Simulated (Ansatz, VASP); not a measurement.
## One calculation of Cu, two programs

INCAR

```
SYSTEM = Cu
PREC = Accurate
ENCUT = 520
EDIFF = 1E-6
ISMEAR = 0
SIGMA = 0.15
LREAL = .False.
LASPH = .True.
NELM = 100
ALGO = Normal
ISIF = 2
LWAVE = .False.
LCHARG = .False.
NBANDS = 18
```

The input KPOINTS:

```
regular mesh
0
Gamma
  22 22 22
  0 0 0
```

POSCAR

```
Cu
1.0
    1.2184636900     -3.9763780104      0.0000000000
    1.2184636900      3.9763780104      0.0000000000
    0.0000000000      0.0000000000      2.4754955235
Cu
2
Direct
    0.1338666500      0.8661333500      0.2500000000
    0.8661333500      0.1338666500      0.7500000000
```

Input for Ansatz:

```yaml
crystal:
  lattice:
    - [1.21846369, -3.9763780104, 0.0]
    - [1.21846369, 3.9763780104, 0.0]
    - [0.0, 0.0, 2.4754955235]
  atoms:
    - { symbol: Cu, position: [0.13386665, 0.86613335, 0.25] }
    - { symbol: Cu, position: [0.86613335, 0.13386665, 0.75] }
basis:
  ecutwfc: 420
kpoints:
  mp_grid: { grid: [22, 22, 22] }
hamiltonian:
  xc: lda
scf:
  occupations: { method: gaussian, width: 0.15 }
output:
  forces: true
  stress: true
  eigenvalues: true
```

Alike in both runs: task single point; functional LDA; k mesh 22 × 22 × 22; occupations gaussian, width 0.15 eV; no spin polarisation.

|  | VASP | Ansatz |
| --- | --- | --- |
| version | VASP 6.6.1 | Ansatz 0.2.0 |
| potentials or method | VASP PAW LDA potentials, release 64 (Cu), cutoff 520 eV | scalar-relativistic, plane waves, PAW |
| valence electrons in the cell | 22 | 38 |

|  | VASP | Ansatz | Ansatz less VASP |
| --- | --- | --- | --- |
| gap on the k mesh at the Fermi level (eV) | none | none | - |
| pressure (GPa) | -6.7 | -7.5 | -0.83 |
| traceless stress, the component that is largest in VASP (GPa) | -0.43 | -0.46 | -0.029 |
| rms of the force components (eV/Å) | 0.024 | 0.027 | +0.0028 |

LDA's correlation is that of Perdew and Zunger in VASP and of Perdew and Wang (1992) in Ansatz. Atom by atom the forces differ by 0.003 eV/Å (rms over components). A gap of «none» marks a metal or a gap that the smearing closes. VASP's potentials hold 22 valence electrons a cell and Ansatz's 38, so a difference there can come from the potentials and not from the codes.
